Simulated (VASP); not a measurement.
Runs of VASP 6.6.1 on Sc. The structure is that of space group Pm-3m (No. 221), or close to it. The cells are those of the table. 

```csv
task,cell,k mesh for the DOS,occupations for the DOS,gap on the mesh (eV),pressure (GPa)
single point,"a = 2.180 Å, 1 atom",-,-,none,135.6
single point,"a = 2.465 Å, 1 atom",-,-,none,(a)
single point,"a = 2.096 Å, 1 atom",-,-,none,198.6
single point,"a = 2.695 Å, 1 atom",-,-,none,8.6
```

Alike in all rows: level LDA; potentials or basis VASP PAW LDA potentials, release 64 (Sc_sv); no spin polarisation; k mesh 15 × 15 × 15; cutoff (eV) 520; smearing fermi-dirac 0.05 eV.

Problem. Estimate the missing entries.

Solution. (a) 35.5.

A gap of «none» marks levels without a gap at the run's occupations.
